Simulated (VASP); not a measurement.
Input of a VASP 6.6.1 run:

The input INCAR:

```
SYSTEM = CdF2
PREC = Accurate
ENCUT = 520
EDIFF = 1E-6
ISMEAR = 0
SIGMA = 0.05
LREAL = .False.
LASPH = .True.
NELM = 60
ALGO = Normal
ISIF = 2
LWAVE = .False.
LCHARG = .False.
GGA = RE
IVDW = 13
NBANDS = 20
```

Contents of KPOINTS:

```
Automatic mesh
0
Gamma
  8 8 8
  0 0 0
```

The input POSCAR:

```
CdF2
1.0
    0.0000000000      2.7381016075      2.7381016075
    2.7381016075      0.0000000000      2.7381016075
    2.7381016075      2.7381016075      0.0000000000
Cd F
1 2
Direct
    0.0000000000      0.0000000000      0.0000000000
    0.2500000000      0.2500000000      0.2500000000
    0.7500000000      0.7500000000      0.7500000000
```

Potentials or basis: VASP PAW PBE potentials, release 64 (Cd, F).

The run is started by

```bash
$ cat potpaw_PBE.64/Cd/POTCAR potpaw_PBE.64/F/POTCAR > POTCAR
$ mpirun -np 1 vasp_std > vasp.out
```

Predict the pressure.

0.6 GPa.

Estimate the band gap on the k mesh.

3.05 eV, indirect (least direct gap 3.61 eV).

What does it give for the dispersion energy per atom?

-0.332 eV.

Caveat: the PAW data sets were made with another functional, which shifts forces and pressure a little. A k mesh can miss the band edges.
